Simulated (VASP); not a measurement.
Write the native input for VASP 6.6.1 that does the following.

```
Task                   : single point
Functional             : PBE
Potentials or basis    : VASP PAW PBE potentials, release 64 (In_d, O)
Cutoff                 : 520 eV
k mesh                 : 1 × 1 × 1
Occupations            : fermi-dirac, width 0.2585 eV
Spin                   : no spin polarisation
Dipole correction      : no
Further INCAR settings : LREAL = Auto; ALGO = Normal; EDIFF = 1e-07; NBANDS = 104; ISYM = 0
```

The structure of In2O3 lies in POSCAR:

```
In2O3
1.0
    6.5491560000      0.0602710000     -0.0265460000
    0.0602710000      6.5253210000     -0.0478520000
   -0.0265460000     -0.0478520000      6.3657510000
In O
8 12
Direct
    0.1371922128      0.6932204390      0.0906461608
    0.6990602380      0.6525237358      1.0381153487
    0.3114334852      0.9410289406      0.5794181127
    0.3367692176      0.4535457141      0.7392750589
    0.3008529308      0.1706141532      0.1513170513
    0.7702390371      0.2799697292      0.3934930658
    0.7629085329      0.7181540004      0.5708150185
    0.8290136554      0.2149277820      0.8879932188
    0.4516257914      0.3250380177      0.4322356588
    0.4167385223      0.7063075822      0.8774752533
    0.6088247558      0.8253762785      0.3300518301
    0.9160510646      0.8178590108      0.8523132119
    0.5385346151      0.3388977080     -0.0012465343
    0.0426445827      0.7652335364      0.4385751184
    0.9356044858      0.4398158598      0.1374547363
    0.6734840584      1.0023076621      0.7102481285
    0.9067838926      0.4333570536      0.6588576096
    0.9278518622      1.0767295708      0.2016559270
    0.1989840948      0.1633354988     -0.2017150589
    0.2604567165      0.6496577446      0.4677612282
```

These files were run (other wordings do the same):

INCAR

```
PREC = Accurate
ENCUT = 520
EDIFF = 1E-7
ISMEAR = -1
SIGMA = 0.2585
LREAL = Auto
LASPH = T
NELM = 80
ALGO = Normal
ISIF = 2
LWAVE = F
LCHARG = F
GGA = PE
NBANDS = 104
ISYM = 0
```

KPOINTS

```
Automatic mesh
0
Gamma
  1 1 1
```

Potentials or basis: VASP PAW PBE potentials, release 64 (In_d, O).

Command:

```bash
$ cat potpaw_PBE.64/In_d/POTCAR potpaw_PBE.64/O/POTCAR > POTCAR
$ mpirun -np 1 vasp_gam > vasp.out
```

It gave:

```json
{"Pressure": "7.9 GPa", "Largest force": "5.191 eV/Å"}
```

Caveat: the k points lie up to 0.99 Å⁻¹ apart; the atoms stand as in a frame of molecular dynamics.

It took 30 s on 1 thread of Intel(R) Xeon(R) 6975P-C (Granite Rapids) (shared host), peak memory 0.31 GiB.
